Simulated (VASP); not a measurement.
Write the native input for VASP 6.6.1 that does the following.

```yaml
Task: relaxation of cell and atoms
Functional: LDA
Potentials_or_basis: VASP PAW LDA potentials, release 64 (Pd)
Cutoff: 600 eV
k_mesh: 18 × 18 × 18
Occupations: fermi-dirac, width 0.15 eV
Spin: no spin polarisation
Dipole_correction: no
Further_INCAR_settings: ALGO = Normal; EDIFF = 1e-06; IBRION = 2; EDIFFG = -0.001; NSW = 80; ISIF = 3
```

The structure of Pd lies in POSCAR:

```
Pd
1.0
    0.0000000000      1.9193679846      1.9193679846
    1.9193679846      0.0000000000      1.9193679846
    1.9193679846      1.9193679846      0.0000000000
Pd
1
Direct
    0.0000000000      0.0000000000      0.0000000000
```

These files were run (other wordings do the same):

INCAR

```
SYSTEM = Pd
PREC     = Accurate       ! precision mode
ENCUT    = 600            ! plane-wave cutoff, eV
EDIFF    = 1E-6           ! SCF threshold, eV
ISMEAR   = -1             ! smearing method
SIGMA    = 0.15           ! smearing width, eV
LREAL    = .False.        ! projectors in reciprocal space
LASPH    = .True.         ! aspherical terms in the spheres
NELM     = 100            ! most SCF steps
ALGO     = Normal         ! electronic algorithm
ISIF     = 3              ! what is computed and relaxed
LWAVE    = .False.        ! write WAVECAR
LCHARG   = .False.        ! write CHGCAR
IBRION   = 2              ! ionic algorithm
NSW      = 80             ! ionic steps
EDIFFG   = -0.001         ! ionic threshold
```

KPOINTS

```
Automatic mesh
0
Gamma
  18 18 18
  0 0 0
```

Potentials or basis: VASP PAW LDA potentials, release 64 (Pd).

The run is started by

```bash
$ cat potpaw_LDA.64/Pd/POTCAR > POTCAR
$ mpirun -np 1 vasp_std > vasp.out
```

It gave:

* Relaxed volume: 14.21 Å³/atom
* Relaxed cell: a = 2.719 Å, b = 2.719 Å, c = 2.719 Å, α = 60.00°, β = 60.00°, γ = 60.00°
* Space group after relaxing (to 0.05 Å): Fm-3m (No. 225)
* Energy gained by relaxing: 0.2 meV/atom
* Ionic steps: 15
* Pressure after relaxing: 0.0 GPa
* Band gap on the k mesh: zero (band 5 reaches 10.57 eV, above the bottom of band 6 at 8.87 eV)

Wall time 2.6 min on 1 thread of AMD EPYC 7R43 64-Core Processor (Zen 3), on a shared host, peak memory 0.13 GiB.
